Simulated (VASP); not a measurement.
Input of a VASP 6.6.1 run:

Contents of POSCAR:

```
Zr
1.0
    0.0000000000      2.1706226620      2.1706226620
    2.1706226620      0.0000000000      2.1706226620
    2.1706226620      2.1706226620      0.0000000000
Zr
1
Direct
    0.0000000000      0.0000000000      0.0000000000
```

INCAR.step1

```
SYSTEM = Zr
PREC = Accurate ; ENCUT = 520
ISMEAR = -1 ; SIGMA = 0.05
LREAL = .False. ; LASPH = .True.
NELM = 150 ; ISPIN = 2
MAGMOM = 1 ; LMAXMIX = 4
NBANDS = 16 ; GGA = PE
ALGO = Normal ; EDIFF = 1E-4
LWAVE = .True. ; LCHARG = .False.
```

Contents of INCAR.step2:

```
SYSTEM = Zr
PREC = Accurate ; ENCUT = 520
EDIFF = 1E-6 ; ISMEAR = -1
SIGMA = 0.05 ; LREAL = .False.
LASPH = .True. ; NELM = 150
ALGO = Normal ; ISIF = 2
LWAVE = .False. ; LCHARG = .True.
ISPIN = 2 ; MAGMOM = 1
LORBIT = 11 ; LMAXMIX = 4
METAGGA = R2SCAN ; LMIXTAU = .True.
LELF = .True. ; LVHAR = .True.
NBANDS = 16 ; ISTART = 1
```

File KPOINTS:

```
Automatic mesh
0
Gamma
  13 13 13
  0 0 0
```

Potentials or basis: VASP PAW PBE potentials, release 64 (Zr_sv).

Launch:

```console
$ cat potpaw_PBE.64/Zr_sv/POTCAR > POTCAR
$ cp INCAR.step1 INCAR
$ mpirun -np 1 vasp_std > vasp.out
$ cp INCAR.step2 INCAR
$ mpirun -np 1 vasp_std > vasp.out
```

Question: Predict the net moment.

Answer: 0.00 μB per cell.

Question: Estimate the band gap on the k mesh.

Answer: Zero (filled and empty bands overlap).
